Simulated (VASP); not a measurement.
# SrO (Cmmm) in VASP: further runs, part 2 of 2

VASP 6.6.1. The steps go on from the part before.

## Step 3: Single point, PBE, collinear spin, ferromagnetic start (atoms taken out)

Input file INCAR:

```
PREC = Accurate
ENCUT = 520
EDIFF = 1E-6
ISMEAR = 0
SIGMA = 0.1
LREAL = False
LASPH = True
NELM = 150
ALGO = Normal
ISIF = 2
LWAVE = False
LCHARG = True
ISPIN = 2
MAGMOM = 0 0 1 1
LORBIT = 11
GGA = PE
LELF = True
LVHAR = True
NBANDS = 28
```

Input file KPOINTS:

```
regular mesh
0
Gamma
  4 4 4
```

Input file POSCAR:

```
SrO
1.0
    3.7956735747     -4.5478429237      0.0000000000
    3.7956735747      4.5478429237      0.0000000000
    0.0000000000      0.0000000000      3.7885311700
Sr O
2 2
Direct
    0.0000000000      0.0000000000      0.0000000000
    0.5000000000      0.5000000000      0.5000000000
    0.7050080340      0.7050080340      0.0000000000
    0.2949919660      0.2949919660      0.0000000000
```

Potentials or basis: VASP PAW PBE potentials, release 64 (Sr_sv, O).

Launch:

```
$ cat potpaw_PBE.64/Sr_sv/POTCAR potpaw_PBE.64/O/POTCAR > POTCAR
$ mpirun -np 1 vasp_std > vasp.out
```

OUTCAR:

```text
PREC = Accurate
   ENCUT = 520
   EDIFF = 1E-6
   ISMEAR = 0
   LREAL = False
   LASPH = True
   NELM = 150
   ISIF = 2
   ISPIN = 2
   LORBIT = 11
   GGA = PE

 ion  position               nearest neighbor table
   1  0.000  0.000  0.000-   3 2.24   4 2.24   2 4.24   2 4.24   2 4.24   2 4.24   2 4.93   2 4.93
                             2 4.93   2 4.93
   2  0.500  0.500  0.500-   3 2.45   4 2.45   3 2.45   4 2.45   1 4.24   1 4.24   1 4.24   1 4.24
                             1 4.93   1 4.93   1 4.93   1 4.93
   3  0.705  0.705  0.000-   1 2.24   2 2.45   2 2.45
   4  0.295  0.295  0.000-   1 2.24   2 2.45   2 2.45

  LATTYP: Found a base centered orthorhombic cell.
 ALAT       =     7.5913471494
 B/A-ratio  =     1.1981649197
 C/A-ratio  =     0.4990591387

  Lattice vectors:

 A1 = (   3.7956735747,  -4.5478429237,   0.0000000000)
 A2 = (   3.7956735747,   4.5478429237,   0.0000000000)
 A3 = (   0.0000000000,   0.0000000000,   3.7885311700)

Analysis of symmetry for initial positions (statically):
=====================================================================
 Subroutine PRICEL returns:
 Original cell was already a primitive cell.

 Routine SETGRP: Setting up the symmetry group for a
 base centered orthorhombic supercell.

 Subroutine GETGRP returns: Found  8 space group operations
 (whereof  8 operations were pure point group operations)
 out of a pool of  8 trial point group operations.

The static configuration has the point symmetry D_2h.

Analysis of symmetry for dynamics (positions and initial velocities):
=====================================================================
 Subroutine PRICEL returns:
 Original cell was already a primitive cell.

 Routine SETGRP: Setting up the symmetry group for a
 base centered orthorhombic supercell.

 Subroutine GETGRP returns: Found  8 space group operations
 (whereof  8 operations were pure point group operations)
[... 163 lines left out ...]
  free energy    TOTEN  =       -20.49403987 eV

  energy without entropy =      -20.48338132  energy(sigma->0) =      -20.48871060

 E-fermi :   0.1582     XC(G=0):  -6.8625

 val. band max:        0.1509845859   @ k =   0.5000   0.5000   0.2500
 cond. band min:       0.1635496405   @ k =   0.2500  -0.0000   0.0000
 fundamental gap:      0.0125650546
 Fermi energy:         0.1582091340

 spin component 1

 k-point     1 :       0.0000    0.0000    0.0000
  band No.  band energies     occupation
      1     -34.7521      1.00000
      2     -33.1797      1.00000
      3     -17.6251      1.00000
      4     -17.0175      1.00000
      5     -16.9577      1.00000
      6     -15.5971      1.00000
[... 640 lines left out ...]
     27       7.7269      0.00000
     28       7.9538      0.00000
 Fermi energy:         0.1582091340

 spin component 2

 k-point     1 :       0.0000    0.0000    0.0000
  band No.  band energies     occupation
      1     -34.7475      1.00000
      2     -33.1799      1.00000
      3     -17.5918      1.00000
      4     -17.0155      1.00000
      5     -16.9540      1.00000
      6     -15.5975      1.00000
[... 640 lines left out ...]
     27       7.7258      0.00000
     28       7.9623      0.00000

------------------------ aborting loop because EDIFF is reached ----------------------------------------

  FORCE on cell =-STRESS in cart. coord.  units (eV):
  Direction    XX          YY          ZZ          XY          YZ          ZX
  --------------------------------------------------------------------------------------
  -------------------------------------------------------------------------------------
  Total        0.6315524     -0.0477983      0.0562684      0.0000000      0.0000000      0.0000000
  in kB        7.7361486     -0.5855018      0.6892549      0.0000000      0.0000000      0.0000000
  external PRESSURE =       2.6133006 kB  Pullay stress =       0.0000000 kB

 VOLUME and BASIS-vectors are now :
 -----------------------------------------------------------------------------
  energy-cutoff  :      520.00
  volume of cell :      130.80
      direct lattice vectors                 reciprocal lattice vectors
     3.795673575 -4.547842924  0.000000000     0.131728925 -0.109942232  0.000000000
     3.795673575  4.547842924  0.000000000     0.131728925  0.109942232  0.000000000
     0.000000000  0.000000000  3.788531170     0.000000000  0.000000000  0.263954539

 POSITION                                       TOTAL-FORCE (eV/Angst)
 -----------------------------------------------------------------------------------
      0.00000      0.00000      0.00000         0.000000      0.000000      0.000000
      3.79567      0.00000      1.89427         0.000000     -0.000000      0.000000
      5.35196      0.00000      0.00000        -0.084209      0.000000     -0.000000
      2.23939      0.00000      0.00000         0.084209      0.000000      0.000000
 -----------------------------------------------------------------------------------
    total drift:                               -0.000000     -0.000000     -0.000000

  FREE ENERGIE OF THE ION-ELECTRON SYSTEM (eV)
  ---------------------------------------------------
  free  energy   TOTEN  =       -20.4940398738 eV

  energy  without entropy=      -20.4833813197  energy(sigma->0) =      -20.48871060

 total charge

# of ion       s       p       d       tot
------------------------------------------
    1        2.011   5.804   0.297   8.112
    2        2.008   5.800   0.235   8.043
    3        1.567   3.376   0.000   4.942
    4        1.567   3.376   0.000   4.942
--------------------------------------------------
tot          7.152  18.355   0.532  26.040

 magnetization (x)

# of ion       s       p       d       tot
------------------------------------------
    1       -0.000   0.004  -0.000   0.004
    2       -0.000   0.000  -0.001  -0.001
    3        0.001   0.042   0.000   0.042
    4        0.001   0.042   0.000   0.042
--------------------------------------------------
tot          0.001   0.088  -0.001   0.088
```

OSZICAR:

```text
N       E                     dE             d eps       ncg     rms          rms(c)
DAV:   1     0.202031016263E+03    0.20203E+03   -0.14708E+04  2352   0.997E+02
DAV:   2    -0.106834201903E+02   -0.21271E+03   -0.19569E+03  2972   0.239E+02
DAV:   3    -0.292078964104E+02   -0.18524E+02   -0.18393E+02  3648   0.639E+01
DAV:   4    -0.296402268013E+02   -0.43233E+00   -0.43133E+00  3356   0.873E+00
DAV:   5    -0.296506572670E+02   -0.10430E-01   -0.10430E-01  3272   0.109E+00    0.292E+01
DAV:   6    -0.213618574777E+02    0.82888E+01   -0.34636E+01  2872   0.257E+01    0.323E+01
DAV:   7    -0.209561693605E+02    0.40569E+00   -0.24930E+00  3012   0.779E+00    0.183E+01
DAV:   8    -0.204711435053E+02    0.48503E+00   -0.79964E-01  2952   0.540E+00    0.447E+00
DAV:   9    -0.204755553035E+02   -0.44118E-02   -0.69527E-02  3044   0.129E+00    0.162E+00
DAV:  10    -0.204831115743E+02   -0.75563E-02   -0.94917E-03  2952   0.487E-01    0.751E-01
DAV:  11    -0.204926595078E+02   -0.95479E-02   -0.66767E-03  2640   0.456E-01    0.518E-01
DAV:  12    -0.204924999877E+02    0.15952E-03   -0.38174E-03  2680   0.304E-01    0.124E-01
DAV:  13    -0.204934755465E+02   -0.97556E-03   -0.77782E-04  2692   0.121E-01    0.846E-02
DAV:  14    -0.204939852855E+02   -0.50974E-03   -0.54856E-04  2572   0.105E-01    0.407E-02
DAV:  15    -0.204940273874E+02   -0.42102E-04   -0.94138E-05  2928   0.456E-02    0.132E-02
DAV:  16    -0.204940374001E+02   -0.10013E-04   -0.12051E-05  2780   0.168E-02    0.104E-02
DAV:  17    -0.204940396343E+02   -0.22342E-05   -0.26999E-06  2376   0.698E-03    0.499E-03
DAV:  18    -0.204940398738E+02   -0.23952E-06   -0.39041E-07  2128   0.361E-03
   1 F= -.20494040E+02 E0= -.20488711E+02  d E =-.106586E-01  mag=     0.1058
```

Run time: 89 s. Hardware: 1 thread of Intel Xeon Platinum 8559C (Emerald Rapids), shared host; peak memory 0.33 GiB.

What came out:

* Free energy: -20.4940 eV
* Pressure: 0.3 GPa
* Largest force: 0.084 eV/Å
* Net moment: 0.11 μB per cell
* Site moments: Sr +0.00, -0.00; O +0.04 μB
* Valence electrons inside the program's atomic spheres: Sr 8.11, 8.04; O 4.94

Forces in eV/Å, atoms in the order of the input:
```
Sr   0.000  0.000  0.000
Sr   0.000  0.000  0.000
O   -0.084  0.000  0.000
O    0.084  0.000  0.000
```

Levels at points of the mesh, in eV from the Fermi level:
Spin up:
| k point | band 13 | band 14 | band 15 | band 16 | band 17 | band 18 | band 19 | band 20 |
| --- | --- | --- | --- | --- | --- | --- | --- | --- |
| (0.00, 0.00, 0.00) | -1.64 | -0.95 | -0.55 | -0.43 | -0.09 | 2.09 | 3.70 | 4.52 |
| (0.50, 0.00, 0.00) | -1.44 | -1.39 | -1.24 | -0.79 | 0.34 | 1.84 | 2.82 | 4.89 |
| (0.50, 0.50, 0.00) | -1.50 | -1.24 | -0.53 | -0.09 | 0.43 | 2.61 | 2.79 | 3.73 |
| (0.00, 0.00, 0.50) | -1.35 | -1.26 | -1.15 | -0.44 | 2.51 | 2.55 | 2.78 | 4.36 |
| (0.50, 0.00, 0.50) | -1.56 | -1.00 | -0.84 | -0.44 | 1.85 | 3.32 | 3.46 | 4.33 |
| (0.50, 0.50, 0.50) | -1.48 | -1.43 | -0.97 | -0.43 | 1.79 | 3.64 | 3.86 | 4.37 |
Spin down:
| k point | band 12 | band 13 | band 14 | band 15 | band 16 | band 17 | band 18 | band 19 | band 20 | band 21 |
| --- | --- | --- | --- | --- | --- | --- | --- | --- | --- | --- |
| (0.00, 0.00, 0.00) | -1.67 | -1.61 | -0.92 | -0.51 | -0.42 | 0.05 | 2.10 | 3.71 | 4.53 | 5.44 |
| (0.50, 0.00, 0.00) | -1.43 | -1.33 | -1.28 | -1.21 | -0.76 | 0.36 | 1.84 | 2.83 | 4.90 | 5.04 |
| (0.50, 0.50, 0.00) | -1.63 | -1.47 | -1.21 | -0.49 | 0.04 | 0.45 | 2.62 | 2.80 | 3.73 | 5.21 |
| (0.00, 0.00, 0.50) | -1.49 | -1.32 | -1.23 | -1.12 | -0.31 | 2.52 | 2.56 | 2.78 | 4.36 | 4.70 |
| (0.50, 0.00, 0.50) | -1.58 | -1.53 | -0.97 | -0.81 | -0.31 | 1.86 | 3.33 | 3.48 | 4.34 | 5.25 |
| (0.50, 0.50, 0.50) | -1.51 | -1.46 | -1.40 | -0.94 | -0.30 | 1.80 | 3.66 | 3.87 | 4.39 | 4.93 |

Caveat: the k points lie up to 0.41 Å⁻¹ apart; the cell differs from its parent crystal (atoms taken out).

## Step 4: Single point, PBE, collinear spin, ferromagnetic start (atoms taken out)

Input file INCAR:

```
ALGO     = Normal         # electronic algorithm
EDIFF    = 1E-7           # SCF threshold, eV
ENCUT    = 520            # plane-wave cutoff, eV
GGA      = PE             # functional
ISIF     = 2              # what is computed and relaxed
ISMEAR   = 0              # smearing method
ISPIN    = 2              # spin polarisation
LASPH    = True           # aspherical terms in the spheres
LCHARG   = True           # write CHGCAR
LELF     = True           # ELF
LORBIT   = 11             # projections on sites
LREAL    = False          # projectors in reciprocal space
LVHAR    = True         
LWAVE    = False          # write WAVECAR
MAGMOM   = 0 0 1 1        # initial moments
NBANDS   = 28             # bands
NELM     = 150            # most SCF steps
PREC     = Accurate       # precision mode
SIGMA    = 0.1            # smearing width, eV
```

Input file KPOINTS:

```
k-points
0
Gamma
  4 4 4
```

Input file POSCAR:

```
SrO
1.0
    4.4761349600     -4.4761349600      0.0000000000
    4.4761349600      4.4761349600      0.0000000000
    0.0000000000      0.0000000000      4.1146370000
Sr O
2 2
Direct
    0.0000000000      0.0000000000      0.0000000000
    0.5000000000      0.5000000000      0.5000000000
    0.6950000000      0.3050000000      0.0000000000
    0.3050000000      0.6950000000      0.0000000000
```

Potentials or basis: VASP PAW PBE potentials, release 64 (Sr_sv, O).

Launch:

```
$ cat potpaw_PBE.64/Sr_sv/POTCAR potpaw_PBE.64/O/POTCAR > POTCAR
$ mpirun -np 1 vasp_std > vasp.out
```

OUTCAR:

```text
EDIFF = 1E-7
   ENCUT = 520
   GGA = PE
   ISIF = 2
   ISMEAR = 0
   ISPIN = 2
   LASPH = True
   LORBIT = 11
   LREAL = False
   NELM = 150
   PREC = Accurate

 ion  position               nearest neighbor table
   1  0.000  0.000  0.000-   3 2.73   4 2.73   2 4.93   2 4.93   2 4.93   2 4.93   2 4.93   2 4.93
                             2 4.93   2 4.93
   2  0.500  0.500  0.500-   3 2.70   4 2.70   3 2.70   4 2.70   1 4.93   1 4.93   1 4.93   1 4.93
                             1 4.93   1 4.93   1 4.93   1 4.93
   3  0.695  0.305  0.000-   2 2.70   2 2.70   1 2.73
   4  0.305  0.695  0.000-   2 2.70   2 2.70   1 2.73

  LATTYP: Found a simple tetragonal cell.
 ALAT       =     6.3302107674
 C/A-ratio  =     0.6500000002

  Lattice vectors:

 A1 = (   4.4761349600,  -4.4761349600,   0.0000000000)
 A2 = (   4.4761349600,   4.4761349600,   0.0000000000)
 A3 = (   0.0000000000,   0.0000000000,   4.1146370000)

Analysis of symmetry for initial positions (statically):
=====================================================================
 Subroutine PRICEL returns:
 Original cell was already a primitive cell.

 Routine SETGRP: Setting up the symmetry group for a
 simple tetragonal supercell.

 Subroutine GETGRP returns: Found  8 space group operations
 (whereof  8 operations were pure point group operations)
 out of a pool of 16 trial point group operations.

The static configuration has the point symmetry D_2h.

Analysis of symmetry for dynamics (positions and initial velocities):
=====================================================================
 Subroutine PRICEL returns:
 Original cell was already a primitive cell.

 Routine SETGRP: Setting up the symmetry group for a
 simple tetragonal supercell.

 Subroutine GETGRP returns: Found  8 space group operations
 (whereof  8 operations were pure point group operations)
 out of a pool of 16 trial point group operations.
[... 161 lines left out ...]
  free energy    TOTEN  =       -18.46588302 eV

  energy without entropy =      -18.44773964  energy(sigma->0) =      -18.45681133

 E-fermi :  -0.7843     XC(G=0):  -6.3566

 val. band max:       -0.7873803631   @ k =  -0.2500   0.2500   0.5000
 cond. band min:      -0.7669251100   @ k =   0.5000   0.5000   0.5000
 fundamental gap:      0.0204552531
 Fermi energy:        -0.7843071195

 spin component 1

 k-point     1 :       0.0000    0.0000    0.0000
  band No.  band energies     occupation
      1     -37.1500      1.00000
      2     -35.0091      1.00000
      3     -19.2603      1.00000
      4     -19.2488      1.00000
      5     -18.7448      1.00000
      6     -17.3155      1.00000
[... 640 lines left out ...]
     27       5.4253      0.00000
     28       5.9442      0.00000
 Fermi energy:        -0.7843071195

 spin component 2

 k-point     1 :       0.0000    0.0000    0.0000
  band No.  band energies     occupation
      1     -37.1525      1.00000
      2     -35.0075      1.00000
      3     -19.2598      1.00000
      4     -19.2577      1.00000
      5     -18.7488      1.00000
      6     -17.3132      1.00000
[... 640 lines left out ...]
     27       5.4347      0.00000
     28       5.9373      0.00000

------------------------ aborting loop because EDIFF is reached ----------------------------------------

  FORCE on cell =-STRESS in cart. coord.  units (eV):
  Direction    XX          YY          ZZ          XY          YZ          ZX
  --------------------------------------------------------------------------------------
  -------------------------------------------------------------------------------------
  Total       -0.3195654    -16.8227212     -5.2660419      0.0000000      0.0000000      0.0000000
  in kB       -3.1052925   -163.4703385    -51.1713680      0.0000000      0.0000000      0.0000000
  external PRESSURE =     -72.5823330 kB  Pullay stress =       0.0000000 kB

 VOLUME and BASIS-vectors are now :
 -----------------------------------------------------------------------------
  energy-cutoff  :      520.00
  volume of cell :      164.88
      direct lattice vectors                 reciprocal lattice vectors
     4.476134960 -4.476134960  0.000000000     0.111703513 -0.111703513  0.000000000
     4.476134960  4.476134960  0.000000000     0.111703513  0.111703513  0.000000000
     0.000000000  0.000000000  4.114637000     0.000000000  0.000000000  0.243034805

 POSITION                                       TOTAL-FORCE (eV/Angst)
 -----------------------------------------------------------------------------------
      0.00000      0.00000      0.00000         0.000000      0.000000     -0.000000
      4.47613      0.00000      2.05732         0.000000      0.000000     -0.000000
      4.47613     -1.74569      0.00000         0.000000     -0.592678      0.000000
      4.47613      1.74569      0.00000         0.000000      0.592678     -0.000000
 -----------------------------------------------------------------------------------
    total drift:                               -0.000000     -0.000000     -0.000000

  FREE ENERGIE OF THE ION-ELECTRON SYSTEM (eV)
  ---------------------------------------------------
  free  energy   TOTEN  =       -18.4658830236 eV

  energy  without entropy=      -18.4477396420  energy(sigma->0) =      -18.45681133

 total charge

# of ion       s       p       d       tot
------------------------------------------
    1        2.015   5.733   0.125   7.873
    2        2.000   5.760   0.149   7.909
    3        1.565   3.257   0.000   4.822
    4        1.565   3.257   0.000   4.822
--------------------------------------------------
tot          7.143  18.008   0.274  25.425

 magnetization (x)

# of ion       s       p       d       tot
------------------------------------------
    1       -0.001   0.001  -0.003  -0.003
    2        0.000  -0.000   0.002   0.002
    3       -0.001  -0.068   0.000  -0.069
    4       -0.001  -0.068   0.000  -0.069
--------------------------------------------------
tot         -0.003  -0.136  -0.001  -0.139
```

OSZICAR:

```text
N       E                     dE             d eps       ncg     rms          rms(c)
DAV:   1     0.199020523692E+03    0.19902E+03   -0.13914E+04  2360   0.956E+02
DAV:   2    -0.593854634895E+01   -0.20496E+03   -0.18881E+03  2932   0.228E+02
DAV:   3    -0.267909591734E+02   -0.20852E+02   -0.20678E+02  3636   0.650E+01
[... 23 lines left out ...]
DAV:  27    -0.184658813614E+02   -0.23745E-05   -0.42624E-06  2832   0.975E-03    0.262E-03
DAV:  28    -0.184658798278E+02    0.15335E-05   -0.49726E-05  2476   0.269E-02    0.383E-03
DAV:  29    -0.184658828592E+02   -0.30314E-05   -0.14211E-05  2428   0.206E-02    0.891E-04
DAV:  30    -0.184658830199E+02   -0.16073E-06   -0.63288E-07  2604   0.419E-03    0.533E-04
DAV:  31    -0.184658830236E+02   -0.37003E-08   -0.48161E-08  2440   0.106E-03
   1 F= -.18465883E+02 E0= -.18456811E+02  d E =-.181434E-01  mag=    -0.1771
```

stdout:

```text
POSCAR found type information on POSCAR SrO
 POSCAR found :  2 types and       4 ions
 scaLAPACK will be used
 LDA part: xc-table for (Slater+PW92), standard interpolation
 POSCAR, INCAR and KPOINTS ok, starting setup
 FFT: planning ... GRIDC
 FFT: planning ... GRID_SOFT
 FFT: planning ... GRID
 WAVECAR not read
 entering main loop
```

Wall time 2.8 min (1 thread of Intel Xeon Platinum 8559C (Emerald Rapids), shared host); peak memory 0.38 GiB.

What came out:

```
Free energy                                           : -18.4659 eV
Pressure                                              : -7.3 GPa
Largest force                                         : 0.593 eV/Å
Net moment                                            : -0.18 μB per cell
Site moments                                          : Sr -0.00, +0.00; O -0.07 μB
Valence electrons inside the program's atomic spheres : Sr 7.87, 7.91; O 4.82
```

Forces in eV/Å, atoms in the order of the input:
```
Sr   0.000  0.000  0.000
Sr   0.000  0.000  0.000
O    0.000 -0.593  0.000
O    0.000  0.593  0.000
```

Caveat: the k points lie up to 0.38 Å⁻¹ apart; the cell differs from its parent crystal (atoms taken out); a moment this small can come from the mesh or the smearing.

## Step 5: Summary

| task | spin | cell | cutoff (eV) | gap on the mesh (eV) | pressure (GPa) | moment (μB) | largest force (eV/Å) |
| --- | --- | --- | --- | --- | --- | --- | --- |
| relaxation of cell and atoms | off | relaxed from a = 6.330, b = 6.330, c = 4.115 Å, 4 atoms, atomic positions A | 600 | none | -0.1 | - | 0.03 |
| single point | collinear, ferromagnetic start | a = 5.924, b = 5.924, c = 3.789 Å, angles 90.0, 90.0, 100.3°, 4 atoms, atomic positions B | 520 | none | 0.3 | 0.11 | 0.08 |
| single point | collinear, ferromagnetic start | a = 6.330, b = 6.330, c = 4.115 Å, 4 atoms, atomic positions A | 520 | none | -7.3 | 0.18 | 0.59 |

Alike in all rows: level PBE; potentials or basis VASP PAW PBE potentials, release 64 (Sr_sv, O); k mesh 4 × 4 × 4; smearing gaussian 0.1 eV.

Caveats: all runs use coarse meshes; semilocal functionals underestimate gaps, and a narrow one can read as zero (at least some runs); a moment this small can come from the mesh or the smearing (at least some runs).

Absolute energies hang on the potentials; compare differences alone.

The gap in the log of VASP goes by the Fermi energy; the results here count the filled bands.